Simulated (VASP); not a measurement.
# Si53Sb (a cell with a defect) in VASP: single point with PBE

Aim: the single point of Si53Sb (a cell with a defect) with PBE.

Everything below comes from runs of VASP 6.6.1. Logs are shortened: lines on timing, memory, paths and dates and some standing lists are left out, and cuts for length are marked.

## (1) The cell of the first run

The cell holds a defect, 54 atoms: a = 11.513 Å, b = 11.513 Å, c = 11.513 Å, α = 60.00°, β = 60.00°, γ = 60.00°.

## (2) Single point, PBE

INCAR reads:

```
ALGO = Normal ; EDIFF = 1E-6
ENCUT = 520 ; GGA = PE
ISIF = 2 ; ISMEAR = -1
LASPH = True ; LCHARG = True
LELF = True ; LREAL = Auto
LVHAR = True ; LWAVE = False
NBANDS = 142 ; NELECT = 216.0
NELM = 80 ; PREC = Accurate
SIGMA = 0.01
```

KPOINTS reads:

```
k-points
0
Gamma
  2 2 2
```

POSCAR reads:

```
Si53Sb
1.0
    0.0000000000      8.1406800000      8.1406800000
    8.1406800000      0.0000000000      8.1406800000
    8.1406800000      8.1406800000      0.0000000000
Sb Si
1 53
Direct
    0.2500000000      0.2500000000      0.2500000000
    0.2511404595      0.2511404595      0.5852817763
    0.2511404595      0.2511404595      0.9124373047
    0.2511404595      0.5852817763      0.2511404595
    0.2503529338      0.5832156887      0.5832156887
    0.2511404595      0.5852817763      0.9124373047
    0.2511404595      0.9124373047      0.2511404595
    0.2511404595      0.9124373047      0.5852817763
    0.2506813767      0.9164395411      0.9164395411
    0.5852817763      0.2511404595      0.2511404595
    0.5832156887      0.2503529338      0.5832156887
    0.5852817763      0.2511404595      0.9124373047
    0.5832156887      0.5832156887      0.2503529338
    0.5832156887      0.5832156887      0.5832156887
    0.5837815185      0.5837815185      0.9162184815
    0.5852817763      0.9124373047      0.2511404595
    0.5837815185      0.9162184815      0.5837815185
    0.5837815185      0.9162184815      0.9162184815
    0.9124373047      0.2511404595      0.2511404595
    0.9124373047      0.2511404595      0.5852817763
    0.9164395411      0.2506813767      0.9164395411
    0.9124373047      0.5852817763      0.2511404595
    0.9162184815      0.5837815185      0.5837815185
    0.9162184815      0.5837815185      0.9162184815
    0.9164395411      0.9164395411      0.2506813767
    0.9162184815      0.9162184815      0.5837815185
    0.9164395411      0.9164395411      0.9164395411
    0.1598173072      0.1598173072      0.1598173072
    0.1598173072      0.1598173072      0.5205480785
    0.1661461577      0.1661461577      0.8338538423
    0.1598173072      0.5205480785      0.1598173072
    0.1655808189      0.5006813510      0.5006813510
    0.1655808189      0.5006813510      0.8330564790
    0.1661461577      0.8338538423      0.1661461577
    0.1655808189      0.8330564790      0.5006813510
    0.1661461577      0.8338538423      0.8338538423
    0.5205480785      0.1598173072      0.1598173072
    0.5006813510      0.1655808189      0.5006813510
    0.5006813510      0.1655808189      0.8330564790
    0.5006813510      0.5006813510      0.1655808189
    0.5000000000      0.5000000000      0.5000000000
    0.5006813510      0.5006813510      0.8330564790
    0.5006813510      0.8330564790      0.1655808189
    0.5006813510      0.8330564790      0.5006813510
    0.5001380201      0.8332873266      0.8332873266
    0.8338538423      0.1661461577      0.1661461577
    0.8330564790      0.1655808189      0.5006813510
    0.8338538423      0.1661461577      0.8338538423
    0.8330564790      0.5006813510      0.1655808189
    0.8330564790      0.5006813510      0.5006813510
    0.8332873266      0.5001380201      0.8332873266
    0.8338538423      0.8338538423      0.1661461577
    0.8332873266      0.8332873266      0.5001380201
    0.8332873266      0.8332873266      0.8332873266
```

Potentials or basis: VASP PAW PBE potentials, release 64 (Sb, Si).

Command:

```
$ cat potpaw_PBE.64/Sb/POTCAR potpaw_PBE.64/Si/POTCAR > POTCAR
$ mpirun -np 1 vasp_std > vasp.out
```

OUTCAR:

```text
EDIFF = 1E-6
   ENCUT = 520
   GGA = PE
   ISIF = 2
   ISMEAR = -1
   LASPH = True
   LREAL = Auto
   NELECT = 216.0
   NELM = 80
   PREC = Accurate

 ion  position               nearest neighbor table
   1  0.250  0.250  0.250-  28 2.54  29 2.54  31 2.54  37 2.54
   2  0.251  0.251  0.585-  29 2.33  30 2.34  32 2.35  38 2.35
   3  0.251  0.251  0.912-  28 2.33  30 2.34  33 2.35  39 2.35
   4  0.251  0.585  0.251-  31 2.33  34 2.34  32 2.35  40 2.35
   5  0.250  0.583  0.583-  41 2.35  35 2.35  33 2.35  32 2.35
   6  0.251  0.585  0.912-  31 2.33  36 2.34  42 2.35  33 2.35
[... 46 lines left out ...]
  53  0.833  0.833  0.500-  25 2.34  23 2.35  17 2.35  26 2.35
  54  0.833  0.833  0.833-  27 2.34  24 2.35  26 2.35  18 2.35

  LATTYP: Found a face centered cubic cell.
 ALAT       =    16.2813600000

  Lattice vectors:

 A1 = (   0.0000000000,   8.1406800000,   8.1406800000)
 A2 = (   8.1406800000,   0.0000000000,   8.1406800000)
 A3 = (   8.1406800000,   8.1406800000,   0.0000000000)

Analysis of symmetry for initial positions (statically):
=====================================================================
 Subroutine PRICEL returns:
 Original cell was already a primitive cell.

 Routine SETGRP: Setting up the symmetry group for a
 face centered cubic supercell.

 Subroutine GETGRP returns: Found 24 space group operations
 (whereof 24 operations were pure point group operations)
 out of a pool of 48 trial point group operations.

The static configuration has the point symmetry T_d .

Analysis of symmetry for dynamics (positions and initial velocities):
=====================================================================
 Subroutine PRICEL returns:
 Original cell was already a primitive cell.

 Routine SETGRP: Setting up the symmetry group for a
 face centered cubic supercell.

 Subroutine GETGRP returns: Found 24 space group operations
 (whereof 24 operations were pure point group operations)
 out of a pool of 48 trial point group operations.

The dynamic configuration has the point symmetry T_d .

 Subroutine INISYM returns: Found 24 space group operations
 (whereof 24 operations are pure point group operations),
 and found     1 'primitive' translations

----------------------------------------------------------------------------------------
[... 172 lines left out ...]
   LASPH  =      T    aspherical Exc in radial PAW
   ENCUT  =  520.0 eV  38.22 Ry    6.18 a.u.  21.41 21.41 21.41*2*pi/ulx,y,z
   NELM   =     80;   NELMIN=  2; NELMDL= -5     # of ELM steps
   EDIFF  = 0.1E-05   stopping-criterion for ELM
   LREAL  =      T    real-space projection
   EDIFFG = 0.1E-04   stopping-criterion for IOM
   NSW    =      0    number of steps for IOM
[... 5 lines left out ...]
   TEBEG  =    0.0;   TEEND  =   0.0 temperature during run
   PSTRESS=    0.0 pullay stress
   NELECT =     216.0000    total number of electrons
   NUPDOWN=      -1.0000    fix difference up-down
   EMIN   =  10.00;   EMAX   =-10.00  energy-range for DOS
   EFERMI =   0.00;   METHOD = LEGACY
   ISMEAR =    -1;   SIGMA  =   0.01  broadening in eV -4-tet -1-fermi 0-gaus
   EFERMI_NEDOS =   21; number of points for ismear=-14 and -15
   IALGO  =     38    algorithm
   IMIX   =      4    mixing-type and parameters
     AMIX     =   0.40;   BMIX     =  1.00
     AMIX_MAG =   1.60;   BMIX_MAG =  1.00
  volume/ion in A,a.u.               =      19.98       134.84
  Fermi-wavevector in a.u.,A,eV,Ry     =   0.957684  1.809760 12.478691  0.917158
  Thomas-Fermi vector in A             =   2.086724
   LORBIT       =      0    0 simple, 1 ext, 2 COOP (PROOUT), +10 PAW based schemes
   GGA     = PE    functional components
   LHFCALC =     F    Hartree Fock is set to
   AEXX    =    0.0000 exact exchange contribution
   IVDW    =     0    specifies the selected vdW correction
   LEPSILON=     F    determine dielectric tensor
   LRPA    =     F    only Hartree local field effects (RPA)
 non-spin polarized calculation
  energy-cutoff  :      520.00
  volume of cell :     1078.98
 maximum number of plane-waves:     29123
 NGX is ok and might be reduce to    90
   NGX = 43   NGY = 43   NGZ = 43

 number of electron     216.0000004 magnetization

 Free energy of the ion-electron system (eV)
  ---------------------------------------------------
  ext. energy  EPLUGINS =         0.00000000
  ---------------------------------------------------
  free energy    TOTEN  =      -296.28729643 eV

  energy without entropy =     -296.28729643  energy(sigma->0) =     -296.28729643

 E-fermi :   6.2101     XC(G=0):  -9.4302

 val. band max:        5.9550380953   @ k =   0.0000   0.0000   0.0000
 cond. band min:       6.5734419620   @ k =   0.0000   0.0000   0.0000
 fundamental gap:      0.6184038667
 Fermi energy:         6.2101496233

 k-point     1 :       0.0000    0.0000    0.0000
  band No.  band energies     occupation
      1      -6.1297      2.00000
      2      -5.1872      2.00000
      3      -4.6891      2.00000
      4      -4.6891      2.00000
      5      -4.6891      2.00000
      6      -4.6266      2.00000
[... 358 lines left out ...]
    119       8.0257      0.00000
    120       8.0393      0.00000
 [bands above 120 left out]

------------------------ aborting loop because EDIFF is reached ----------------------------------------

  FORCE on cell =-STRESS in cart. coord.  units (eV):
  Direction    XX          YY          ZZ          XY          YZ          ZX
  --------------------------------------------------------------------------------------
  -------------------------------------------------------------------------------------
  Total       12.0036433     12.0036433     12.0036433      0.0000000      0.0000000      0.0000000
  in kB       17.8242644     17.8242644     17.8242644      0.0000000      0.0000000      0.0000000
  external PRESSURE =      17.8242644 kB  Pullay stress =       0.0000000 kB

 VOLUME and BASIS-vectors are now :
 -----------------------------------------------------------------------------
  energy-cutoff  :      520.00
  volume of cell :     1078.98
      direct lattice vectors                 reciprocal lattice vectors
     0.000000000  8.140680000  8.140680000    -0.061419931  0.061419931  0.061419931
     8.140680000  0.000000000  8.140680000     0.061419931 -0.061419931  0.061419931
     8.140680000  8.140680000  0.000000000     0.061419931  0.061419931 -0.061419931

 POSITION                                       TOTAL-FORCE (eV/Angst)
 -----------------------------------------------------------------------------------
      4.07034      4.07034      4.07034        -0.000000     -0.000000     -0.000000
      6.80905      6.80905      4.08891        -0.002450     -0.002450      0.001167
      9.47231      9.47231      4.08891         0.002450      0.002450      0.001167
      6.80905      4.08891      6.80905        -0.002450      0.001167     -0.002450
      9.49554      6.78582      6.78582         0.000499     -0.000499     -0.000499
     12.19245      9.47231      6.80905        -0.001167      0.002450     -0.002450
[... 46 lines left out ...]
     10.85499     10.85499     13.56705        -0.001224     -0.001224      0.001224
     13.56705     13.56705     13.56705         0.001224      0.001224      0.001224
 -----------------------------------------------------------------------------------
    total drift:                                0.000001      0.000001      0.000001

  FREE ENERGIE OF THE ION-ELECTRON SYSTEM (eV)
  ---------------------------------------------------
  free  energy   TOTEN  =      -296.2872964316 eV

  energy  without entropy=     -296.2872964316  energy(sigma->0) =     -296.28729643
```

Run time: 23 min. Hardware: 1 thread of Intel Xeon Platinum 8375C at 2.90GHz (Ice Lake), shared host; peak memory 1.3 GiB.

What came out:

```
Free energy   : -296.2873 eV
Largest force : 0.038 eV/Å
```

Forces on the atoms (eV/Å):
```
Sb   0.000  0.000  0.000
Si  -0.002 -0.002  0.001
Si   0.002  0.002  0.001
Si  -0.002  0.001 -0.002
Si   0.000  0.000  0.000
Si  -0.001  0.002 -0.002
Si   0.002  0.001  0.002
Si  -0.001 -0.002  0.002
Si   0.004 -0.004 -0.004
Si   0.001 -0.002 -0.002
Si   0.000  0.000  0.000
Si   0.002 -0.001 -0.002
Si   0.000  0.000  0.000
Si   0.000  0.000  0.000
Si   0.000  0.000 -0.001
Si   0.002 -0.002 -0.001
Si   0.000 -0.001  0.000
Si   0.001  0.000  0.000
Si   0.001  0.002  0.002
Si  -0.002 -0.001  0.002
Si  -0.004  0.004 -0.004
Si  -0.002  0.002 -0.001
Si  -0.001  0.000  0.000
Si   0.000  0.001  0.000
Si  -0.004 -0.004  0.004
Si   0.000  0.000  0.001
Si   0.004  0.004  0.004
Si  -0.022 -0.022 -0.022
Si   0.022  0.022 -0.022
Si   0.000  0.000  0.002
Si   0.022 -0.022  0.022
Si  -0.003  0.000  0.000
Si   0.000  0.003  0.000
Si   0.000  0.002  0.000
Si   0.000  0.000  0.003
Si  -0.002  0.000  0.000
Si  -0.022  0.022  0.022
Si   0.000 -0.003  0.000
Si   0.003  0.000  0.000
Si   0.000  0.000 -0.003
Si   0.000  0.000  0.000
Si   0.000  0.000 -0.003
Si   0.003  0.000  0.000
Si   0.000 -0.003  0.000
Si   0.001 -0.001 -0.001
Si   0.002  0.000  0.000
Si   0.000  0.000  0.003
Si   0.000 -0.002  0.000
Si   0.000  0.003  0.000
Si  -0.003  0.000  0.000
Si  -0.001  0.001 -0.001
Si   0.000  0.000 -0.002
Si  -0.001 -0.001  0.001
Si   0.001  0.001  0.001
```

Caveat: the cell carries a net charge on a neutralising background, which shifts energy and pressure; the cell is charged against a uniform background, so pressure and absolute levels hang on convention; spin-orbit coupling is left out, which moves the levels of the heavy elements.
